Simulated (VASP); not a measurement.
# SiC (R3m) in VASP: notebook, part 2 of 2

VASP 6.6.1. The steps go on from the part before.

## 6. Single point, PBE (epitaxial 111 strain -3.0%)

Input file INCAR:

```
SYSTEM = SiC
PREC = Accurate
ENCUT = 520
EDIFF = 1E-6
ISMEAR = -1
SIGMA = 0.02
LREAL = .FALSE.
LASPH = .TRUE.
NELM = 80
ALGO = Normal
ISIF = 2
LWAVE = .FALSE.
LCHARG = .TRUE.
GGA = PE
LELF = .TRUE.
LVHAR = .TRUE.
NBANDS = 11
```

Input file KPOINTS:

```
regular mesh
0
G
  10 10 10
  0 0 0
```

Input file POSCAR:

```
SiC
1.0
    0.0523067572      2.1650175377      2.1650175377
    2.1650175377      0.0523067572      2.1650175377
    2.1650175377      2.1650175377      0.0523067572
Si C
1 1
Direct
    0.0012468765      0.0012468765      0.0012468765
    0.2487531235      0.2487531235      0.2487531235
```

Potentials or basis: VASP PAW PBE potentials, release 64 (Si, C).

Started as:

```
$ cat potpaw_PBE.64/Si/POTCAR potpaw_PBE.64/C/POTCAR > POTCAR
$ mpirun -np 1 vasp_std > vasp.out
```

OUTCAR:

```text
SYSTEM = SiC
   PREC = Accurate
   ENCUT = 520
   EDIFF = 1E-6
   ISMEAR = -1
   LREAL = .FALSE.
   LASPH = .TRUE.
   NELM = 80
   ISIF = 2
   GGA = PE

 ion  position               nearest neighbor table
   1  0.001  0.001  0.001-   2 1.84   2 1.84   2 1.84   2 1.88
   2  0.249  0.249  0.249-   1 1.84   1 1.84   1 1.84   1 1.88

  LATTYP: Found a trigonal (rhomboedric) cell.
 ALAT       =     3.0622439279
 COS(alpha) =     0.5240070367

  Lattice vectors:

 A1 = (   0.0523067572,   2.1650175377,   2.1650175377)
 A2 = (   2.1650175377,   0.0523067572,   2.1650175377)
 A3 = (   2.1650175377,   2.1650175377,   0.0523067572)

Analysis of symmetry for initial positions (statically):
=====================================================================
 Subroutine PRICEL returns:
 Original cell was already a primitive cell.

 Routine SETGRP: Setting up the symmetry group for a
 trigonal (rhombohedral) supercell.

 Subroutine GETGRP returns: Found  6 space group operations
 (whereof  6 operations were pure point group operations)
 out of a pool of 12 trial point group operations.

The static configuration has the point symmetry C_3v.

Analysis of symmetry for dynamics (positions and initial velocities):
=====================================================================
 Subroutine PRICEL returns:
 Original cell was already a primitive cell.

 Routine SETGRP: Setting up the symmetry group for a
 trigonal (rhombohedral) supercell.

 Subroutine GETGRP returns: Found  6 space group operations
 (whereof  6 operations were pure point group operations)
 out of a pool of 12 trial point group operations.

The dynamic configuration has the point symmetry C_3v.

 Subroutine INISYM returns: Found  6 space group operations
 (whereof  6 operations are pure point group operations),
 and found     1 'primitive' translations

----------------------------------------------------------------------------------------

[... 117 lines left out ...]
   GGA     = PE    functional components
   LHFCALC =     F    Hartree Fock is set to
   AEXX    =    0.0000 exact exchange contribution
   IVDW    =     0    specifies the selected vdW correction
   LEPSILON=     F    determine dielectric tensor
   LRPA    =     F    only Hartree local field effects (RPA)
 non-spin polarized calculation
  energy-cutoff  :      520.00
  volume of cell :       19.56
 maximum number of plane-waves:       540
   NGX = 11   NGY = 11   NGZ = 11

 number of electron       7.9999999 magnetization

 Free energy of the ion-electron system (eV)
  ---------------------------------------------------
  ext. energy  EPLUGINS =         0.00000000
  ---------------------------------------------------
  free energy    TOTEN  =       -14.95772256 eV

  energy without entropy =      -14.95772256  energy(sigma->0) =      -14.95772256

 E-fermi :   9.2535     XC(G=0): -11.6043

 val. band max:        8.8938800609   @ k =   0.0000   0.0000   0.0000
 cond. band min:      10.0211128957   @ k =   0.5000   0.5000   0.0000
 fundamental gap:      1.1272328348
 Fermi energy:         9.2535291831

 k-point     1 :       0.0000    0.0000    0.0000
  band No.  band energies     occupation
      1      -7.1019      2.00000
      2       8.4768      2.00000
      3       8.8939      2.00000
      4       8.8939      2.00000
      5      15.0791      0.00000
      6      16.4980      0.00000
      7      16.7445      0.00000
      8      16.7445      0.00000
      9      23.5984      0.00000
     10      23.5984      0.00000
     11      26.0680      0.00000
[... 309 lines left out ...]
 k-point    24 :       0.4000    0.3000    0.0000
  band No.  band energies     occupation
      1      -3.8028      2.00000
      2       3.1495      2.00000
      3       5.6406      2.00000
      4       5.8316      2.00000
      5      11.5691      0.00000
      6      14.7474      0.00000
      7      20.8154      0.00000
      8      21.3205      0.00000
      9      23.2129      0.00000
     10      27.3629      0.00000
     11      30.8218      0.00000

 [... further k-points ...]

------------------------ aborting loop because EDIFF is reached ----------------------------------------

  FORCE on cell =-STRESS in cart. coord.  units (eV):
  Direction    XX          YY          ZZ          XY          YZ          ZX
  --------------------------------------------------------------------------------------
  -------------------------------------------------------------------------------------
  Total        2.1281755      2.1281755      2.1281755     -0.8231435     -0.8231435     -0.8231435
  in kB      174.3137575    174.3137575    174.3137575    -67.4217099    -67.4217099    -67.4217099
  external PRESSURE =     174.3137575 kB  Pullay stress =       0.0000000 kB

 VOLUME and BASIS-vectors are now :
 -----------------------------------------------------------------------------
  energy-cutoff  :      520.00
  volume of cell :       19.56
      direct lattice vectors                 reciprocal lattice vectors
     0.052306757  2.165017538  2.165017538    -0.239487537  0.233838017  0.233838017
     2.165017538  0.052306757  2.165017538     0.233838017 -0.239487537  0.233838017
     2.165017538  2.165017538  0.052306757     0.233838017  0.233838017 -0.239487537

 POSITION                                       TOTAL-FORCE (eV/Angst)
 -----------------------------------------------------------------------------------
      0.00546      0.00546      0.00546         0.025090      0.025090      0.025090
      1.09012      1.09012      1.09012        -0.025090     -0.025090     -0.025090
 -----------------------------------------------------------------------------------
    total drift:                               -0.000008     -0.000008     -0.000008

  FREE ENERGIE OF THE ION-ELECTRON SYSTEM (eV)
  ---------------------------------------------------
  free  energy   TOTEN  =       -14.9577225559 eV

  energy  without entropy=      -14.9577225559  energy(sigma->0) =      -14.95772256
```

OSZICAR:

```text
N       E                     dE             d eps       ncg     rms          rms(c)
DAV:   1     0.420519700306E+01    0.42052E+01   -0.39828E+03  2656   0.616E+02
DAV:   2    -0.163535803442E+02   -0.20559E+02   -0.19530E+02  3199   0.113E+02
DAV:   3    -0.169790515617E+02   -0.62547E+00   -0.62433E+00  3097   0.163E+01
DAV:   4    -0.169813207891E+02   -0.22692E-02   -0.22691E-02  2955   0.124E+00
DAV:   5    -0.169813301633E+02   -0.93742E-05   -0.93741E-05  3112   0.731E-02    0.943E+00
DAV:   6    -0.150350828661E+02    0.19462E+01   -0.66103E+00  2885   0.118E+01    0.423E+00
DAV:   7    -0.149657877086E+02    0.69295E-01   -0.46055E-01  3086   0.385E+00    0.189E+00
DAV:   8    -0.149575051151E+02    0.82826E-02   -0.21578E-02  2900   0.980E-01    0.174E-01
DAV:   9    -0.149576210051E+02   -0.11589E-03   -0.15595E-03  3134   0.235E-01    0.115E-01
DAV:  10    -0.149577188454E+02   -0.97840E-04   -0.20884E-04  2825   0.910E-02    0.277E-02
DAV:  11    -0.149577224268E+02   -0.35814E-05   -0.30682E-05  3047   0.312E-02    0.760E-03
DAV:  12    -0.149577225559E+02   -0.12914E-06   -0.14396E-06  1875   0.767E-03
   1 F= -.14957723E+02 E0= -.14957723E+02  d E =-.248585E-10
```

stdout:

```text
POSCAR found type information on POSCAR SiC
 POSCAR found :  2 types and       2 ions
 scaLAPACK will be used
 LDA part: xc-table for (Slater+PW92), standard interpolation
 POSCAR, INCAR and KPOINTS ok, starting setup
 FFT: planning ... GRIDC
 FFT: planning ... GRID_SOFT
 FFT: planning ... GRID
 WAVECAR not read
 entering main loop
```

Wall time 46 s (1 thread of Intel Xeon 8259CL, shared host); peak memory 0.12 GiB.

Results:

```yaml
Free_energy: -14.9577 eV
Pressure: 17.4 GPa
Largest_force: 0.043 eV/Å
Band_gap_on_the_k_mesh: 1.13 eV, indirect (least direct gap 4.33 eV)
```

Forces on the atoms (eV/Å):
```
Si   0.025  0.025  0.025
C   -0.025 -0.025 -0.025
```

Caveat: the cell differs from its parent crystal (epitaxial 111 strain -3.0%). A k mesh can miss the band edges.

## 7. Overview

| cell | k mesh | smearing | gap on the mesh (eV) | pressure (GPa) | largest force (eV/Å) |
| --- | --- | --- | --- | --- | --- |
| a = 3.094 Å, angles 61.0°, 2 atoms | 6 × 6 × 6 | gaussian 0.01 eV | 1.24 | -4.0 | 0.02 |
| a = 3.101 Å, angles 61.5°, 2 atoms | 6 × 6 × 6 | gaussian 0.01 eV | 1.19 | -7.3 | 0.04 |
| a = 3.108 Å, angles 62.0°, 2 atoms | 6 × 6 × 6 | gaussian 0.01 eV | 1.15 | -10.2 | 0.05 |
| a = 3.056 Å, angles 57.9°, 2 atoms | 10 × 10 × 10 | fermi-dirac 0.02 eV | 1.02 | 22.9 | 0.06 |
| a = 3.062 Å, angles 58.4°, 2 atoms | 10 × 10 × 10 | fermi-dirac 0.02 eV | 1.13 | 17.4 | 0.04 |

Alike in all rows: task single point; level PBE; potentials or basis VASP PAW PBE potentials, release 64 (Si, C); no spin polarisation; cutoff (eV) 520.

Total energies depend on the potentials used, so only differences within one code and one set of settings carry meaning.
